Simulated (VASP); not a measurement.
# MgB2 (P6/mmm) in VASP: a series of runs

The runs below take MgB2 through single point, with r2SCAN.

Everything below comes from runs of VASP 6.6.1. Logs are shortened: lines on timing, memory, paths and dates and some standing lists are left out, and cuts for length are marked.

### Step 1. The cell of the first run

It takes space group P6/mmm (No. 191, hexagonal). The conventional cell has a = 3.071 Å, b = 3.071 Å, c = 3.509 Å, α = 90.00°, β = 90.00°, γ = 120.00°. Mg (site symmetry 6/mmm) has 12 B at 2.49 Å and 6 Mg at 3.07 Å within 3.3 Å. B (site symmetry -6m2) has 3 B at 1.77 Å and 6 Mg at 2.49 Å within 2.5 Å.

### Step 2. Single point, r2SCAN

POSCAR reads:

```
MgB2
1.0
    3.0705553600      0.0000000000      0.0000000000
   -1.5352776800      2.6591789400      0.0000000000
    0.0000000000      0.0000000000      3.5086786200
Mg B
1 2
Direct
    0.0000000000      0.0000000000      0.0000000000
    0.3333333300      0.6666666700      0.5000000000
    0.6666666700      0.3333333300      0.5000000000
```

INCAR.step1 reads:

```
SYSTEM = MgB2
PREC     = Accurate       ! precision mode
ENCUT    = 660            ! plane-wave cutoff, eV
ISMEAR   = -1             ! smearing method
SIGMA    = 0.1            ! smearing width, eV
LREAL    = .FALSE.        ! projectors in reciprocal space
LASPH    = .TRUE.         ! aspherical terms in the spheres
NELM     = 120            ! most SCF steps
NBANDS   = 15             ! bands
GGA      = PE             ! functional
ALGO     = Normal         ! electronic algorithm
EDIFF    = 1E-5           ! SCF threshold, eV
LWAVE    = .TRUE.         ! write WAVECAR
LCHARG   = .FALSE.        ! write CHGCAR
GGA_COMPAT= .FALSE.
```

INCAR.step2 reads:

```
SYSTEM = MgB2
PREC     = Accurate       ! precision mode
ENCUT    = 660            ! plane-wave cutoff, eV
EDIFF    = 1E-6           ! SCF threshold, eV
ISMEAR   = -1             ! smearing method
SIGMA    = 0.1            ! smearing width, eV
LREAL    = .FALSE.        ! projectors in reciprocal space
LASPH    = .TRUE.         ! aspherical terms in the spheres
NELM     = 120            ! most SCF steps
ALGO     = Normal         ! electronic algorithm
ISIF     = 2              ! what is computed and relaxed
LWAVE    = .FALSE.        ! write WAVECAR
LCHARG   = .FALSE.        ! write CHGCAR
METAGGA  = R2SCAN         ! meta-GGA
LMIXTAU  = .TRUE.       
NBANDS   = 15             ! bands
ISTART   = 1            
GGA_COMPAT= .FALSE.
```

KPOINTS reads:

```
regular mesh
0
G
  13 13 10
  0 0 0
```

Potentials or basis: VASP PAW PBE potentials, release 64 (Mg_sv, B).

Run with:

```
> cat potpaw_PBE.64/Mg_sv/POTCAR potpaw_PBE.64/B/POTCAR > POTCAR
> cp INCAR.step1 INCAR
> mpirun -np 1 vasp_std > vasp.out
> cp INCAR.step2 INCAR
> mpirun -np 1 vasp_std > vasp.out
```

OUTCAR:

```text
SYSTEM = MgB2
   PREC = Accurate
   ENCUT = 660
   EDIFF = 1E-6
   ISMEAR = -1
   LREAL = .FALSE.
   LASPH = .TRUE.
   NELM = 120
   ISIF = 2
   METAGGA = R2SCAN
   ISTART = 1

 ion  position               nearest neighbor table
   1  0.000  0.000  0.000-
   2  0.333  0.667  0.500-   3 1.77   3 1.77   3 1.77
   3  0.667  0.333  0.500-   2 1.77   2 1.77   2 1.77

  LATTYP: Found a hexagonal cell.
 ALAT       =     3.0705553600
 C/A-ratio  =     1.1426853480

  Lattice vectors:

 A1 = (   3.0705553600,   0.0000000000,   0.0000000000)
 A2 = (  -1.5352776800,   2.6591789400,   0.0000000000)
 A3 = (   0.0000000000,   0.0000000000,   3.5086786200)

Analysis of symmetry for initial positions (statically):
=====================================================================
 Subroutine PRICEL returns:
 Original cell was already a primitive cell.

 Routine SETGRP: Setting up the symmetry group for a
 hexagonal supercell.

 Subroutine GETGRP returns: Found 24 space group operations
 (whereof 24 operations were pure point group operations)
 out of a pool of 24 trial point group operations.

The static configuration has the point symmetry D_6h.

Analysis of symmetry for dynamics (positions and initial velocities):
=====================================================================
 Subroutine PRICEL returns:
 Original cell was already a primitive cell.

 Routine SETGRP: Setting up the symmetry group for a
 hexagonal supercell.

 Subroutine GETGRP returns: Found 24 space group operations
 (whereof 24 operations were pure point group operations)
 out of a pool of 24 trial point group operations.

The dynamic configuration has the point symmetry D_6h.

 Subroutine INISYM returns: Found 24 space group operations
 (whereof 24 operations are pure point group operations),
 and found     1 'primitive' translations

----------------------------------------------------------------------------------------

                                     Primitive cell

  volume of cell :      28.6489

  direct lattice vectors                    reciprocal lattice vectors
     3.070555360  0.000000000  0.000000000     0.325673985  0.188027963  0.000000000
    -1.535277680  2.659178940  0.000000000     0.000000000  0.376055926  0.000000000
     0.000000000  0.000000000  3.508678620     0.000000000  0.000000000  0.285007579

  length of vectors
     3.070555360  3.070555355  3.508678620     0.376055926  0.376055926  0.285007579

  position of ions in fractional coordinates (direct lattice)
     0.000000000  0.000000000  0.000000000
     0.333333330  0.666666670  0.500000000
     0.666666670  0.333333330  0.500000000

  ion indices of the primitive-cell ions
   primitive index   ion index
                 1           1
                 2           2
                 3           3

----------------------------------------------------------------------------------------

 KPOINTS: regular mesh

Automatic generation of k-mesh.
 Grid dimensions read from file:
 generate k-points for:   13   13   10

 Generating k-lattice:

  Cartesian coordinates                     Fractional coordinates (reciprocal lattice)
     0.025051845  0.014463689  0.000000000     0.076923077  0.000000000  0.000000000
     0.000000000  0.028927379  0.000000000     0.000000000  0.076923077  0.000000000
     0.000000000  0.000000000  0.028500758     0.000000000  0.000000000  0.100000000

  Length of vectors
     0.028927379  0.028927379  0.028500758

  Shift w.r.t. Gamma in fractional coordinates (k-lattice)
     0.000000000  0.000000000  0.000000000

 Subroutine IBZKPT returns following result:
 ===========================================

 Found    126 irreducible k-points:

 Following reciprocal coordinates:
            Coordinates               Weight
  0.000000  0.000000  0.000000      1.000000
  0.076923  0.000000  0.000000      6.000000
  0.153846  0.000000  0.000000      6.000000
  0.230769  0.000000  0.000000      6.000000
  0.307692  0.000000  0.000000      6.000000
  0.384615 -0.000000  0.000000      6.000000
[... 16 lines left out ...]
  0.076923  0.000000  0.100000     12.000000
  0.153846  0.000000  0.100000     12.000000
 [... further k-points ...]
   k-points           NKPTS =    126   k-points in BZ     NKDIM =    126   number of bands    NBANDS=     15
   number of dos      NEDOS =    301   number of ions     NIONS =      3
   total plane-waves  NPLWV =  23520
   dimension x,y,z NGX =    28 NGY =   28 NGZ =   30
   dimension x,y,z NGXF=    56 NGYF=   56 NGZF=   60
   ions per type =               1   2
   NGX,Y,Z   is equivalent  to a cutoff of  15.16, 15.16, 14.21 a.u.
   NGXF,Y,Z  is equivalent  to a cutoff of  30.32, 30.32, 28.43 a.u.
 SYSTEM =  MgB2
   PREC   = accura    normal or accurate (medium, high low for compatibility)
   ISTART =      1    job   : 0-new  1-cont  2-samecut
   ICHARG =      0    charge: 1-file 2-atom 10-const
   ISPIN  =      1    spin polarized calculation?
   LNONCOLLINEAR =      F non collinear calculations
   LSORBIT =      F    spin-orbit coupling
   LASPH  =      T    aspherical Exc in radial PAW
   ENCUT  =  660.0 eV  48.51 Ry    6.96 a.u.   6.43  6.43  7.35*2*pi/ulx,y,z
   NELM   =    120;   NELMIN=  2; NELMDL=  0     # of ELM steps
   EDIFF  = 0.1E-05   stopping-criterion for ELM
   LREAL  =      F    real-space projection
   EDIFFG = 0.1E-04   stopping-criterion for IOM
   NSW    =      0    number of steps for IOM
   IBRION =     -1    ionic relax: 0-MD 1-quasi-New 2-CG
   NFREE  =      0    steps in history (QN), initial steepest desc. (CG)
   ISIF   =      2    stress and relaxation
   ISYM   =      2    0-nonsym 1-usesym 2-fastsym
   POTIM  = 0.5000    time-step for ionic-motion
   TEBEG  =    0.0;   TEEND  =   0.0 temperature during run
   PSTRESS=    0.0 pullay stress
   NELECT =      16.0000    total number of electrons
   NUPDOWN=      -1.0000    fix difference up-down
   EMIN   =  10.00;   EMAX   =-10.00  energy-range for DOS
   EFERMI =   0.00;   METHOD = LEGACY
   ISMEAR =    -1;   SIGMA  =   0.10  broadening in eV -4-tet -1-fermi 0-gaus
   EFERMI_NEDOS =   21; number of points for ismear=-14 and -15
   IALGO  =     38    algorithm
   IMIX   =      4    mixing-type and parameters
     AMIX     =   0.40;   BMIX     =  1.00
     AMIX_MAG =   1.60;   BMIX_MAG =  1.00
  volume/ion in A,a.u.               =       9.55        64.44
  Fermi-wavevector in a.u.,A,eV,Ry     =   1.348172  2.547677 24.729529  1.817569
  Thomas-Fermi vector in A             =   2.475863
   LORBIT       =      0    0 simple, 1 ext, 2 COOP (PROOUT), +10 PAW based schemes
   METAGGA = R2SCAN    functional components
   LHFCALC =     F    Hartree Fock is set to
   AEXX    =    0.0000 exact exchange contribution
   IVDW    =     0    specifies the selected vdW correction
   LEPSILON=     F    determine dielectric tensor
   LRPA    =     F    only Hartree local field effects (RPA)
 non-spin polarized calculation
  energy-cutoff  :      660.00
  volume of cell :       28.65
 maximum number of plane-waves:      1125
 NGX is ok and might be reduce to    28
   NGX = 13   NGY = 13   NGZ = 15

 number of electron      16.0000004 magnetization

 Free energy of the ion-electron system (eV)
  ---------------------------------------------------
  ext. energy  EPLUGINS =         0.00000000
  ---------------------------------------------------
  free energy    TOTEN  =       -19.44615681 eV

  energy without entropy =      -19.42492708  energy(sigma->0) =      -19.43554195

 E-fermi :   5.1779     XC(G=0): -11.8729

 val. band max:        5.1631636261   @ k =   0.0769   0.0000   0.2000
 cond. band min:       5.2569836866   @ k =   0.4615   0.0000   0.0000
 fundamental gap:      0.0938200604
 Fermi energy:         5.1778679953

 k-point     1 :       0.0000    0.0000    0.0000
  band No.  band energies     occupation
      1     -73.0313      2.00000
      2     -38.1460      2.00000
      3     -38.1460      2.00000
      4     -38.1288      2.00000
      5      -8.0960      2.00000
      6       2.0408      2.00000
      7       5.5923      0.03121
      8       5.5923      0.03121
      9       7.2233      0.00000
     10      11.8862      0.00000
     11      11.8862      0.00000
     12      13.8254      0.00000
     13      16.1099      0.00000
     14      19.2312      0.00000
     15      22.6145      0.00000

 k-point     2 :       0.0769    0.0000    0.0000
  band No.  band energies     occupation
      1     -73.0311      2.00000
      2     -38.1483      2.00000
      3     -38.1465      2.00000
      4     -38.1286      2.00000
      5      -7.9864      2.00000
      6       2.1475      2.00000
      7       5.0170      1.66640
      8       5.3260      0.37056
      9       7.3155      0.00000
     10      11.8585      0.00000
     11      12.3779      0.00000
     12      14.0869      0.00000
     13      15.6826      0.00000
     14      19.7477      0.00000
     15      22.0978      0.00000

 k-point     3 :       0.1538    0.0000    0.0000
  band No.  band energies     occupation
      1     -73.0306      2.00000
      2     -38.1547      2.00000
      3     -38.1482      2.00000
      4     -38.1274      2.00000
      5      -7.6588      2.00000
      6       2.4658      2.00000
      7       3.6468      2.00000
      8       4.7200      1.97967
      9       7.6028      0.00000
     10      11.5689      0.00000
     11      13.6518      0.00000
     12      14.5419      0.00000
     13      14.7858      0.00000
     14      21.0463      0.00000
     15      21.1780      0.00000

 k-point     4 :       0.2308    0.0000    0.0000
  band No.  band energies     occupation
      1     -73.0298      2.00000
      2     -38.1640      2.00000
      3     -38.1502      2.00000
      4     -38.1259      2.00000
      5      -7.1171      2.00000
      6       1.9810      2.00000
      7       2.9883      2.00000
      8       4.0575      1.99997
      9       8.0639      0.00000
     10      11.1315      0.00000
     11      12.9947      0.00000
     12      15.2797      0.00000
     13      15.3984      0.00000
     14      20.5683      0.00000
     15      20.5690      0.00000
[... 307 lines left out ...]
 k-point    22 :       0.0000    0.0000    0.1000
  band No.  band energies     occupation
      1     -73.0313      2.00000
      2     -38.1460      2.00000
      3     -38.1460      2.00000
      4     -38.1297      2.00000
      5      -8.0068      2.00000
      6       1.3629      2.00000
      7       5.6279      0.02197
      8       5.6279      0.02197
      9       8.1250      0.00000
     10      11.9130      0.00000
     11      11.9130      0.00000
     12      13.8280      0.00000
     13      16.0763      0.00000
     14      19.3156      0.00000
     15      21.6731      0.00000

 k-point    23 :       0.0769    0.0000    0.1000
  band No.  band energies     occupation
      1     -73.0311      2.00000
      2     -38.1482      2.00000
      3     -38.1464      2.00000
      4     -38.1293      2.00000
      5      -7.8977      2.00000
      6       1.4717      2.00000
      7       5.0568      1.54072
      8       5.3603      0.27787
      9       8.2095      0.00000
     10      11.8986      0.00000
     11      12.4060      0.00000
     12      13.9850      0.00000
     13      15.7047      0.00000
     14      19.8191      0.00000
     15      21.2680      0.00000

 k-point    24 :       0.1538    0.0000    0.1000
  band No.  band energies     occupation
      1     -73.0306      2.00000
      2     -38.1546      2.00000
      3     -38.1480      2.00000
      4     -38.1282      2.00000
      5      -7.5715      2.00000
      6       1.7954      2.00000
      7       3.6962      2.00000
      8       4.7521      1.97209
      9       8.4739      0.00000
     10      11.6316      0.00000
     11      13.6829      0.00000
     12      13.7685      0.00000
     13      15.4389      0.00000
     14      20.3791      0.00000
     15      20.4445      0.00000

 [... further k-points ...]

------------------------ aborting loop because EDIFF is reached ----------------------------------------

  FORCE on cell =-STRESS in cart. coord.  units (eV):
  Direction    XX          YY          ZZ          XY          YZ          ZX
  --------------------------------------------------------------------------------------
  -------------------------------------------------------------------------------------
  Total       -0.1149672     -0.1149672      0.1050197      0.0000000      0.0000000     -0.0000000
  in kB       -6.4294910     -6.4294909      5.8731819      0.0000000      0.0000000     -0.0000000
  external PRESSURE =      -2.3286000 kB  Pullay stress =       0.0000000 kB

 VOLUME and BASIS-vectors are now :
 -----------------------------------------------------------------------------
  energy-cutoff  :      660.00
  volume of cell :       28.65
      direct lattice vectors                 reciprocal lattice vectors
     3.070555360  0.000000000  0.000000000     0.325673985  0.188027963  0.000000000
    -1.535277680  2.659178940  0.000000000     0.000000000  0.376055926  0.000000000
     0.000000000  0.000000000  3.508678620     0.000000000  0.000000000  0.285007579

 POSITION                                       TOTAL-FORCE (eV/Angst)
 -----------------------------------------------------------------------------------
      0.00000      0.00000      0.00000         0.000000      0.000000      0.000000
     -0.00000      1.77279      1.75434        -0.000000      0.000000      0.000000
      1.53528      0.88639      1.75434         0.000000      0.000000      0.000000
 -----------------------------------------------------------------------------------
    total drift:                               -0.000000     -0.000000     -0.000000

  FREE ENERGIE OF THE ION-ELECTRON SYSTEM (eV)
  ---------------------------------------------------
  free  energy   TOTEN  =       -19.4461568109 eV

  energy  without entropy=      -19.4249270806  energy(sigma->0) =      -19.43554195
```

It took 4.9 min on 1 thread of Intel Xeon Platinum 8259CL at 2.50GHz (Skylake/Cascade Lake), shared host; peak memory 0.21 GiB.

Results:

```yaml
Free_energy: -19.4462 eV
Pressure: -0.2 GPa
Band_gap_on_the_k_mesh: zero (bands 8 and 9 overlap by 2.90 eV)
```

Stress tensor (GPa, compression positive):
```
-0.64  0.00  0.00
 0.00 -0.64  0.00
 0.00  0.00  0.59
```

Caveat: the PAW data sets were made with another functional, which shifts forces and pressure a little.

(Part 1 of 2 ends here.)
